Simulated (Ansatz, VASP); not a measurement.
**Sb in VASP and in Ansatz**

```
Sb
1.0
     4.05860    0.00000    0.00000
    -2.02930    3.51485    0.00000
     0.00000    0.00000   27.10000
Sb
2
Direct
  0.33333 0.66667 0.25825
  0.66667 0.33333 0.31924
```

Alike in both runs: functional PBE; dispersion D4; k mesh 12 × 12 × 1; occupations gaussian, width 0.03 eV; no spin polarisation.

Ansatz relaxed the structure, and its values are those at the end. VASP's run is a single point on that final structure, the one shown.

|  | VASP | Ansatz |
| --- | --- | --- |
| version | VASP 6.6.1 | Ansatz 0.2.0 |
| potentials or method | VASP PAW PBE potentials, release 64 (Sb), cutoff 400 eV | scalar-relativistic, plane waves, PAW |
| valence electrons in the cell | 10 | 30 |

```csv
,VASP,Ansatz,Ansatz less VASP
gap on the k mesh at the Fermi level (eV),1.16,1.16,-0.007
least direct gap on the mesh (eV),1.65,1.68,+0.029
rms of the force components (eV/Å),0.047,0.000,-0.0472
```

VASP's potentials hold 10 valence electrons a cell and Ansatz's 30, so a difference there can come from the potentials and not from the codes. Ansatz's warnings: slab cell height set, structure snapped to symmetry.

Neither program's run includes spin-orbit coupling.
